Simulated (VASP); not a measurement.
## BN: single point with PBE+D3(BJ)

BN:

```
B N
1.0
     2.50510   -0.00262   -0.00810
    -1.24752    2.17237    0.00779
    -0.63855   -1.07965    3.30367
B N
1 1
Direct
  0.99085 0.99118 0.99342
  0.65730 0.32470 0.99339
```

```json
{
 "Program": "VASP 6.6.1",
 "Task": "single point",
 "Functional": "PBE",
 "Dispersion": "D3(BJ)",
 "Potentials or basis": "VASP PAW PBE potentials, release 64 (B, N)",
 "Cutoff": "520 eV",
 "k mesh": "10 × 10 × 10",
 "Occupations": "gaussian, width 0.1 eV",
 "Spin": "no spin polarisation",
 "Dipole correction": "no",
 "Further INCAR settings": "ALGO = Normal; EDIFF = 1e-07; NBANDS = 11"
}
```

```yaml
Pressure: 0.1 GPa
Band_gap_on_the_k_mesh: 3.59 eV (least direct gap 4.66 eV)
Dispersion_energy_per_atom: -0.142 eV
```

Levels at points of the mesh, in eV from the valence-band top:
```
           k point  band 2  band 3  band 4  band 5  band 6  band 7
(0.00, 0.00, 0.00)   -4.20   -1.46   -1.45    5.13   11.42   11.53
(0.50, 0.00, 0.00)   -9.01   -4.24   -1.06    4.53    9.77   13.59
(0.00, 0.50, 0.00)   -9.02   -4.24   -1.04    4.57    9.78   13.55
(0.50, 0.50, 0.00)   -9.15   -4.24   -0.37    6.02    9.35   12.36
(0.00, 0.00, 0.50)   -6.36   -1.49   -1.44   10.15   11.36   11.46
(0.50, 0.00, 0.50)   -9.02   -4.24   -1.04    4.57    9.78   13.55
(0.00, 0.50, 0.50)   -9.01   -4.24   -1.06    4.54    9.77   13.59
(0.50, 0.50, 0.50)   -8.86   -4.30   -1.66    3.59    9.76   14.87
```

Run time: 50 s on 1 thread of AMD EPYC 9R45 96-Core Processor (Zen 5) (shared host), peak memory 0.18 GiB.

A k mesh can miss the band edges.
